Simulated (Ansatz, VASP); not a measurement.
# H6C2O in VASP and in Ansatz

```
O C H
1.0
     7.34836    0.00000    0.00000
     0.00000    7.34836    0.00000
     0.00000    0.00000    7.34836
O C H
4 8 24
Direct
  0.89639 0.26816 0.76439
  0.58797 0.47972 0.29762
  0.92024 0.80696 0.93521
  0.84935 0.04545 0.26219
  0.95676 0.17566 0.64138
  0.60354 0.36699 0.41733
  0.79024 0.72665 0.99878
  0.97755 0.05326 0.15618
  0.43349 0.77287 0.65156
  0.50023 0.13965 0.94236
  0.21826 0.49268 0.06111
  0.97991 0.65591 0.48133
  0.00479 0.23772 0.51087
  0.96999 0.02498 0.65071
  0.60798 0.21872 0.38645
  0.62091 0.40657 0.56317
  0.73489 0.60236 0.93268
  0.72214 0.77422 0.12541
  0.97229 0.13857 0.03210
  0.10873 0.98156 0.18587
  0.55839 0.85287 0.63818
  0.40173 0.70941 0.52061
  0.32137 0.86098 0.69457
  0.45129 0.66710 0.75511
  0.40021 0.05786 0.01745
  0.55569 0.24610 0.03094
  0.43272 0.20199 0.82451
  0.61134 0.05259 0.89596
  0.22098 0.38965 0.16884
  0.10958 0.46221 0.96396
  0.35006 0.49066 0.99231
  0.19626 0.62703 0.12129
  0.07338 0.77012 0.46131
  0.02275 0.54410 0.39286
  0.84223 0.69886 0.44476
  0.98450 0.61405 0.62429
```

Alike in both runs: functional PBE; dispersion D3(BJ); k mesh 1 × 1 × 1; occupations fermi-dirac, width 0.02 eV; no spin polarisation.

Ansatz relaxed the structure, and its values are those at the end. VASP's run is a single point on that final structure, the one shown.

```csv
,VASP,Ansatz
version,VASP 6.6.1,Ansatz 0.2.0
potentials or method,"VASP PAW PBE potentials, release 64 (O_h, C_h, H_h), cutoff 1000 eV","scalar-relativistic, plane waves, PAW"
valence electrons in the cell,80,80
```

```tsv
	VASP	Ansatz	Ansatz less VASP
gap on the k mesh at the Fermi level (eV)	2.87	2.86	-0.006
rms of the force components (eV/Å)	0.062	0.064	+0.0021
```

Ansatz's warnings: xc potential rough in thin density.
